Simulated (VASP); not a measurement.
Write the native input for VASP 6.6.1 that does the following.

| Property | Result |
| --- | --- |
| Task | single point |
| Functional | PBEsol |
| Potentials or basis | VASP PAW PBE potentials, release 64 (Na_pv, Cl) |
| Cutoff | 520 eV |
| k mesh | 8 × 8 × 8 |
| Occupations | gaussian, width 0.01 eV |
| Spin | no spin polarisation |
| Dipole correction | no |
| Further INCAR settings | ALGO = Normal; EDIFF = 1e-06; NBANDS = 14 |

The structure of NaCl lies in POSCAR:

```
NaCl
1.0
    0.0000000000      2.5731386328      2.5731386328
    2.5731386328      0.0000000000      2.5731386328
    2.5731386328      2.5731386328      0.0000000000
Na Cl
1 1
Direct
    0.0000000000      0.0000000000      0.0000000000
    0.5000000000      0.5000000000      0.5000000000
```

The input as run:

INCAR

```
PREC = Accurate
ENCUT = 520
EDIFF = 1E-6
ISMEAR = 0
SIGMA = 0.01
LREAL = False
LASPH = True
NELM = 80
ALGO = Normal
ISIF = 2
LWAVE = False
LCHARG = True
GGA = PS
LELF = True
LVHAR = True
NBANDS = 14
```

KPOINTS

```
regular mesh
0
Gamma
  8 8 8
```

Potentials or basis: VASP PAW PBE potentials, release 64 (Na_pv, Cl).

The run is started by

```console
$ cat potpaw_PBE.64/Na_pv/POTCAR potpaw_PBE.64/Cl/POTCAR > POTCAR
$ mpirun -np 1 vasp_std > vasp.out
```

Results of the run:

* Pressure: 12.2 GPa
* Band gap on the k mesh: 6.18 eV, direct

Caveat: the PAW data sets were made with another functional, which shifts forces and pressure a little.

It took 16 s on 1 thread of Intel(R) Xeon(R) Platinum 8259CL CPU @ 2.50GHz (Skylake/Cascade Lake) (shared host), peak memory 0.15 GiB.
